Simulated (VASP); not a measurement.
Here is a VASP 6.6.1 calculation.

The input INCAR:

```
PREC     = Accurate       # precision mode
ENCUT    = 600            # plane-wave cutoff, eV
EDIFF    = 1E-6           # SCF threshold, eV
ISMEAR   = 0              # smearing method
SIGMA    = 0.1            # smearing width, eV
LREAL    = False          # projectors in reciprocal space
LASPH    = True           # aspherical terms in the spheres
NELM     = 60             # most SCF steps
ALGO     = Normal         # electronic algorithm
ISIF     = 3              # what is computed and relaxed
LWAVE    = False          # write WAVECAR
LCHARG   = False          # write CHGCAR
GGA      = PE             # functional
IBRION   = 2              # ionic algorithm
NSW      = 90             # ionic steps
EDIFFG   = -0.04          # ionic threshold
```

Contents of KPOINTS:

```
regular mesh
0
Gamma
  6 6 4
```

POSCAR

```
Ca2BF
1.0
    3.5516889600      0.0000000000      0.0000000000
   -1.7758444800      3.0758528700      0.0000000000
    0.0000000000      0.0000000000      5.8087244000
Ca B F
2 1 1
Direct
    0.3333333300      0.6666666700      0.6976160900
    0.6666666700      0.3333333300      0.3023839100
    0.0000000000      0.0000000000      0.0000000000
    0.0000000000      0.0000000000      0.5000000000
```

Potentials or basis: VASP PAW PBE potentials, release 64 (Ca_sv, B, F).

Run with:

```console
$ cat potpaw_PBE.64/Ca_sv/POTCAR potpaw_PBE.64/B/POTCAR potpaw_PBE.64/F/POTCAR > POTCAR
$ mpirun -np 1 vasp_std > vasp.out
```

**Question.** What does it give for the space group after relaxing (to 0.05 Å)?

**Answer.** P-3m1 (No. 164).

**Question.** Predict the band gap on the k mesh.

**Answer.** Zero (band 15 reaches 4.94 eV, above the bottom of band 16 at 3.38 eV).

The path:
| step | energy change (eV) | largest force (eV/Å) | pressure (GPa) | volume (Å³) |
| --- | --- | --- | --- | --- |
| 1 | 0.0000 | 3.0297 | 11.07 | 63.46 |
| 2 | -1.1408 | 1.5799 | 0.74 | 74.01 |
| 3 | -1.3820 | 0.8336 | -3.47 | 82.43 |
| 4 | -1.5901 | 0.3427 | -1.35 | 78.08 |
| 5 | -1.6351 | 0.0485 | 0.41 | 75.41 |
| 6 | -1.6354 | 0.0915 | 0.60 | 75.16 |
| 7 | -1.6425 | 0.0284 | -0.03 | 75.83 |

Caveat: the volume moved by over 15 % at a fixed basis, so the end points are rough.
